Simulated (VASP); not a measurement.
Runs of VASP 6.6.1 on InAs (zinc blende). The structure is that of space group F-43m (No. 216), or close to it. The cells are those of the table. 

| cell | gap on the mesh (eV) | pressure (GPa) |
| --- | --- | --- |
| a = 4.312 Å, angles 60.0°, 2 atoms | none | -1.8 |
| a = 4.181 Å, angles 60.0°, 2 atoms | none | 4.1 |
| a = 4.136 Å, angles 60.0°, 2 atoms | 0.12 | (a) |
| a = 4.226 Å, angles 60.0°, 2 atoms | none | 1.8 |
| a = 4.354 Å, angles 60.0°, 2 atoms | none | -3.2 |
| a = 4.089 Å, angles 60.0°, 2 atoms | 0.29 | (c) |
| a = 4.269 Å, angles 60.0°, 2 atoms | none | (b) |

Alike in all rows: task single point; level LDA; potentials or basis VASP PAW LDA potentials, release 64 (In_d, As); no spin polarisation; k mesh 12 × 12 × 12; cutoff (eV) 500; smearing gaussian 0.02 eV.

Problem. Estimate the missing entries.

Solution. (a) 6.9; (b) -0.2; (c) 10.2.

Caveats: spin-orbit coupling is left out, which moves the levels of the heavy elements.

A k mesh can miss the band edges, and the runs leave out spin-orbit coupling on As, In.

A gap of «none» marks levels without a gap at the run's occupations.
